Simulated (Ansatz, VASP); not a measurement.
## Two plane-wave programs on Pt

```xyz
2
Lattice="1.7265 0.9968 3.2016 -1.7265 0.9968 3.2016 0.0000 -1.9936 3.2016" Properties=species:S:1:pos:R:3 pbc="T T T"
Pt    0.0000    0.0000    2.1855
Pt    0.0000    0.0000    7.4193
```

Alike in both runs: task relaxation of cell and atoms; functional PBE; k mesh 6 × 6 × 6; occupations gaussian, width 0.1 eV; no spin polarisation.

```csv
,VASP,Ansatz
version,VASP 6.6.1,Ansatz 0.2.0
potentials or method,"VASP PAW PBE potentials, release 64 (Pt), cutoff 500 eV","scalar-relativistic, plane waves, PAW"
valence electrons in the cell,20,36
```

VASP gave:

- gap on the k mesh at the Fermi level, each at its own relaxed structure (eV): none
- relaxed volume (Å³/atom): 17.97
- relaxed cell length with the largest relative difference (Å): 3.702

Problem. Which values does Ansatz return?

Solution. gap on the k mesh at the Fermi level, each at its own relaxed structure (eV): none; relaxed volume (Å³/atom): 18.01; relaxed cell length with the largest relative difference (Å): 3.708.

A gap of «none» marks a metal or a gap that the smearing closes. VASP's potentials hold 20 valence electrons a cell and Ansatz's 36, so a difference there can come from the potentials and not from the codes.

The k mesh is coarse, so the values compare programs but aren't converged. Neither program's run includes spin-orbit coupling.
